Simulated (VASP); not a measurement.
Mg:

```
Mg
1.0
     3.20930    0.00000    0.00000
    -1.60465    2.77934    0.00000
     0.00000    0.00000    5.21030
Mg
2
Direct
  0.33333 0.66667 0.25000
  0.66667 0.33333 0.75000
```

```yaml
Program: VASP 6.6.1
Task: relaxation of volume and atoms at fixed shape
Functional: LDA
Potentials_or_basis: VASP PAW LDA potentials, release 64 (Mg)
Cutoff: 600 eV
k_mesh: 9 × 9 × 5
Occupations: methfessel-paxton, width 0.1 eV
Spin: no spin polarisation
```

At the start: pressure -2.9 GPa; volume 23.24 Å³/atom.

Task: Where does the relaxation end?

Result: Over 3 steps the energy falls by 17.7 meV/atom and the volume is 21.42 Å³/atom (-7.8 %); space group P6_3/mmc (No. 194, to 0.05 Å).

Step by step:
| step | energy change (eV) | largest force (eV/Å) | pressure (GPa) | volume (Å³) |
| --- | --- | --- | --- | --- |
| 1 | 0.0000 | 0.0000 | -2.87 | 46.47 |
| 2 | -0.0328 | 0.0000 | -0.86 | 43.73 |
| 3 | -0.0353 | 0.0000 | -0.03 | 42.84 |

Final structure:
```
Mg
1.0
     3.12332    0.00000    0.00000
    -1.56166    2.70488    0.00000
     0.00000    0.00000    5.07071
Mg
2
Direct
  0.33333 0.66667 0.25000
  0.66667 0.33333 0.75000
```
